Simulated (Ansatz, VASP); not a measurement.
# NaCl in VASP and in Ansatz

```xyz
2
Lattice="0.0000 2.7941 2.7941 2.7941 0.0000 2.7941 2.7941 2.7941 0.0000" Properties=species:S:1:pos:R:3 pbc="T T T"
Cl    2.7941    2.7941    2.7941
Na    0.0000    0.0000    0.0000
```

Alike in both runs: task relaxation of cell and atoms; functional BLYP; dispersion D3(BJ); k mesh 8 × 8 × 8; occupations fermi-dirac, width 0.05 eV; no spin polarisation.

|  | VASP | Ansatz |
| --- | --- | --- |
| version | VASP 6.6.1 | Ansatz 0.2.0 |
| potentials or method | VASP PAW PBE potentials, release 64 (Cl, Na_pv) | Ansatz PAW |
| plane-wave cutoff (eV) | 600 | 420 |
| valence electrons in the cell | 14 | 16 |

```tsv
	VASP	Ansatz	Ansatz less VASP
relaxed volume (Å³/atom)	20.83	20.82	-0.012
relaxed length of the cell vector where the two differ most in proportion (Å)	3.891	3.891	-0.0008
```

VASP's potentials were made for PBE, not for BLYP. VASP's potentials hold 14 valence electrons a cell and Ansatz's 16, so a difference there can come from the potentials and not from the codes.

Noted on Ansatz's run: the plane-wave basis is chosen anew once the cell has moved, so the energies of steps on either side of that aren't comparable.
